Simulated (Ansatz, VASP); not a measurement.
# One calculation of Hg, two programs

```xyz
2
Lattice="3.4536 0.0000 0.0000 -1.7268 2.9909 0.0000 0.0000 0.0000 5.4627" Properties=species:S:1:pos:R:3 pbc="T T T"
Hg    1.7268    0.9970    4.0970
Hg    0.0000    1.9939    1.3657
```

Alike in both runs: task relaxation of cell and atoms; functional r2SCAN; k mesh 12 × 12 × 6; occupations gaussian, width 0.1 eV; no spin polarisation.

|  | VASP | Ansatz |
| --- | --- | --- |
| version | VASP 6.6.1 | Ansatz 0.2.0 |
| potentials or method | VASP PAW PBE potentials, release 64 (Hg), cutoff 600 eV | scalar-relativistic, plane waves, PAW |
| valence electrons in the cell | 24 | 40 |

```tsv
	VASP	Ansatz	Ansatz less VASP
gap on the k mesh at the Fermi level, each at its own relaxed structure (eV)	none	none	-
relaxed volume (Å³/atom)	28.34	28.21	-0.131
relaxed length of the cell vector where the two differ most in proportion (Å)	5.472	5.463	-0.0089
```

VASP's potentials were made for PBE, not for r2SCAN. A gap of «none» marks a metal or a gap that the smearing closes. VASP's potentials hold 24 valence electrons a cell and Ansatz's 40, so a difference there can come from the potentials and not from the codes.

Neither program's run includes spin-orbit coupling.
